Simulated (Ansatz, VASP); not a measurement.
This is a calculation of MgB for Ansatz 0.2.0.

input.yaml

```yaml
crystal:
  lattice:
    - [2.89515, 0.0, 0.0]
    - [0.0, 2.89515, 0.0]
    - [0.0, 0.0, 2.89515]
  atoms:
    - { symbol: Mg, position: [0.0, 0.0, 0.0] }
    - { symbol: B, position: [0.5, 0.5, 0.5] }
kpoints:
  mp_grid: { grid: [5, 5, 5] }
scf:
  occupations: { method: fermi_dirac, width: 0.03 }
hamiltonian:
  xc: pbe
  pseudopotentials: { kind: all_electron, lapw: { basis_error: 0.002 } }
output:
  forces: true
  stress: true
  eigenvalues: true
```

Potentials or basis: all-electron LAPW, scalar-relativistic.

The run is started by

```bash
$ ansatz run input.yaml --threads 1 --pin off --max-ram 3072MiB --backend cpu --events-out ev --progress --plain --runs-dir out
```

Problem. Set up the same calculation for VASP 6.6.1. Potentials there: VASP PAW PBE potentials, release 64 (Mg, B).

Solution. As run (the cutoff follows the program's own potentials):

INCAR

```
SYSTEM = MgB
  PREC = Accurate
  ENCUT = 520
  EDIFF = 1E-7
  ISMEAR = -1
  SIGMA = 0.03
  LREAL = .FALSE.
  LASPH = .TRUE.
  NELM = 80
  ALGO = Normal
  ISIF = 2
  LWAVE = .FALSE.
  LCHARG = .TRUE.
  GGA = PE
  LELF = .TRUE.
  LVHAR = .TRUE.
  NBANDS = 10
```

KPOINTS

```
Automatic mesh
0
G
  5 5 5
  0 0 0
```

File POSCAR:

```
MgB
1.0
    2.8951500000      0.0000000000      0.0000000000
    0.0000000000      2.8951500000      0.0000000000
    0.0000000000      0.0000000000      2.8951500000
Mg B
1 1
Direct
    0.0000000000      0.0000000000      0.0000000000
    0.5000000000      0.5000000000      0.5000000000
```

Potentials or basis: VASP PAW PBE potentials, release 64 (Mg, B).

Command:

```sh
$ cat potpaw_PBE.64/Mg/POTCAR potpaw_PBE.64/B/POTCAR > POTCAR
$ mpirun -np 1 vasp_std > vasp.out
```

Both were run:

|  | VASP | Ansatz | Ansatz less VASP |
| --- | --- | --- | --- |
| gap on the k mesh at the Fermi level (eV) | none | none | - |
| pressure (GPa) | 0.3 | 0.5 | +0.18 |

A gap of «none» marks a metal or a gap that the smearing closes. Ansatz ran all-electron here, and VASP with PAW potentials.

The k mesh is coarse, so the values compare programs but aren't converged. Noted on Ansatz's run: the k mesh is thin for a metal, which can move the energy by tens of meV per atom.
